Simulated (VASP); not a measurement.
Input of a VASP 6.6.1 run:

File INCAR:

```
  PREC = Accurate
  ENCUT = 600
  EDIFF = 1E-6
  ISMEAR = -1
  SIGMA = 0.01
  LREAL = F
  LASPH = T
  NELM = 120
  ALGO = Normal
  ISIF = 2
  LWAVE = F
  LCHARG = F
  GGA = CA
  NBANDS = 16
  GGA_COMPAT = F
```

Contents of KPOINTS:

```
Automatic mesh
0
Gamma
  10 10 6
```

POSCAR

```
AlN
1.0
    3.1297569663      0.0000000289      0.0000000000
   -1.5648785082      2.7104490260      0.0000000000
    0.0000000000      0.0000000000      5.0174032534
Al N
2 2
Direct
    0.6671048056      0.3329323774      0.5000247799
    0.3329323767      0.6671048056      1.0000247801
    0.6639230870      0.3360397301      0.8799752205
    0.3360397294      0.6639230870      0.3799752203
```

Potentials or basis: VASP PAW LDA potentials, release 64 (Al, N).

The run is started by

```console
$ cat potpaw_LDA.64/Al/POTCAR potpaw_LDA.64/N/POTCAR > POTCAR
$ mpirun -np 1 vasp_std > vasp.out
```

Estimate the largest force.

0.221 eV/Å.

What does it give for the pressure?

-7.6 GPa.

Stress tensor (GPa, compression positive):
```
-7.50 -0.76  0.00
-0.76 -8.38  0.00
 0.00  0.00 -6.86
```

Caveat: the cell stands under tension.
